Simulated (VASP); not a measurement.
Runs of VASP 6.6.1 on TiS2. Symmetry: P-3m1, No. 164, trigonal system. Conventional cell: a = 3.412 Å, b = 3.412 Å, c = 5.695 Å, α = 90.00°, β = 90.00°, γ = 120.00°. Ti (site symmetry -3m) has 6 S at 2.43 Å within 3.2 Å. Within 3.2 Å of S (site symmetry 3m) lie 3 Ti at 2.43 Å. 

```csv
k mesh,gap on the mesh (eV),pressure (GPa),largest force (eV/Å)
3 × 3 × 2,0.28,1.6,0.47
5 × 5 × 3,(b),0.3,0.34
4 × 4 × 3,0.14,0.7,0.35
7 × 7 × 4,(a),0.0,0.32
4 × 4 × 2,0.03,0.8,0.37
```

Alike in all rows: task single point; level r2SCAN; potentials or basis VASP PAW PBE potentials, release 64 (Ti_sv, S); no spin polarisation; cell as given; cutoff (eV) 550; smearing gaussian 0.01 eV.

Q: Fill in the values left out.

A: (a) 0.17; (b) 0.16.

Caveats: some runs use coarse meshes; the PAW data sets were made with another functional, which shifts forces and pressure a little; an odd mesh through Γ misses points on the zone boundary, where band edges can lie (at least some runs).
